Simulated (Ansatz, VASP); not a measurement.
## TiC in VASP and in Ansatz

```
CELL_PARAMETERS angstrom
0.14196 2.16400 2.16400
2.16400 0.14196 2.16400
2.30596 2.30596 0.00000
ATOMIC_POSITIONS crystal
Ti 0.00000 0.00000 0.00000
C 0.50000 0.50000 0.50000
```

Change from the starting cell: strain +0.1312 x Voigt [0, 0, 0, 0, 0, 1], atoms carried along.

Alike in both runs: task single point; functional PBEsol; k mesh 18 × 18 × 18; occupations gaussian, width 0.15 eV; no spin polarisation.

|  | VASP | Ansatz |
| --- | --- | --- |
| version | VASP 6.6.1 | Ansatz 0.2.0 |
| potentials or method | VASP PAW PBE potentials, release 64 (Ti_sv, C), cutoff 520 eV | scalar-relativistic, plane waves, PAW |
| valence electrons in the cell | 16 | 16 |

|  | VASP | Ansatz | Ansatz less VASP |
| --- | --- | --- | --- |
| gap on the k mesh at the Fermi level (eV) | none | none | - |
| pressure (GPa) | -4.6 | -4.9 | -0.27 |
| traceless stress, the component that is largest in VASP (GPa) | -21.81 | -21.91 | -0.096 |

VASP's potentials were made for PBE, not for PBEsol. A gap of «none» marks a metal or a gap that the smearing closes.
